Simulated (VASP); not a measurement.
Al8N, 9 atoms in the cell. The cell holds a slab with vacuum, 9 atoms: a = 2.854 Å, b = 2.854 Å, c = 33.476 Å, α = 90.00°, β = 90.00°, γ = 120.00°. 

- Program: VASP 6.6.1
- Task: single point
- Functional: PBE
- Potentials or basis: VASP PAW PBE potentials, release 64 (Al, N)
- Cutoff: 520 eV
- k mesh: 9 × 9 × 1
- Occupations: gaussian, width 0.1 eV
- Spin: no spin polarisation
- Dipole correction: yes
- Further INCAR settings: ALGO = Normal; EDIFF = 1e-06; NBANDS = 24

Potentials or basis: VASP PAW PBE potentials, release 64 (Al, N).

Launch:

```console
$ cat potpaw_PBE.64/Al/POTCAR potpaw_PBE.64/N/POTCAR > POTCAR
$ mpirun -np 1 vasp_std > vasp.out
```

Hardware: 1 thread of Intel(R) Xeon(R) Platinum 8259CL CPU @ 2.50GHz (Skylake/Cascade Lake) (shared host).

How long does it take, and how much memory?

Wall time 5.9 min on 1 thread of Intel(R) Xeon(R) Platinum 8259CL CPU @ 2.50GHz (Skylake/Cascade Lake), on a shared host, peak memory 0.42 GiB. Counts: scf iterations 26, k points 25.
